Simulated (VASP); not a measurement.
Crystal: Al.

```xyz
1
Lattice="0.0000 2.0240 2.0240 2.0240 0.0000 2.0240 2.0240 2.0240 0.0000" Properties=species:S:1:pos:R:3 pbc="T T T"
Al    0.0000    0.0000    0.0000
```

```yaml
Program: VASP 6.6.1
Task: relaxation of cell and atoms
Functional: PBEsol
Potentials_or_basis: VASP PAW PBE potentials, release 64 (Al)
Cutoff: 600 eV
k_mesh: 18 × 18 × 18
Occupations: gaussian, width 0.1 eV
Spin: no spin polarisation
```

At the start: pressure -1.8 GPa; volume 16.58 Å³/atom.

Question: Where does the relaxation end?

Answer: Over 3 steps the energy falls by 2.3 meV/atom and the volume is 16.19 Å³/atom (-2.3 %); space group Fm-3m (No. 225, to 0.05 Å).

The path:
| step | energy change (eV) | largest force (eV/Å) | pressure (GPa) | volume (Å³) |
| --- | --- | --- | --- | --- |
| 1 | 0.0000 | 0.0000 | -1.82 | 16.58 |
| 2 | -0.0022 | 0.0000 | 0.29 | 16.14 |
| 3 | -0.0023 | 0.0000 | 0.00 | 16.19 |

Final structure:
```
Al
1.0
     0.00000    2.00803    2.00803
     2.00803    0.00000    2.00803
     2.00803    2.00803    0.00000
Al
1
Direct
  0.00000 0.00000 0.00000
```

Caveat: the PAW data sets were made with another functional, which shifts forces and pressure a little.
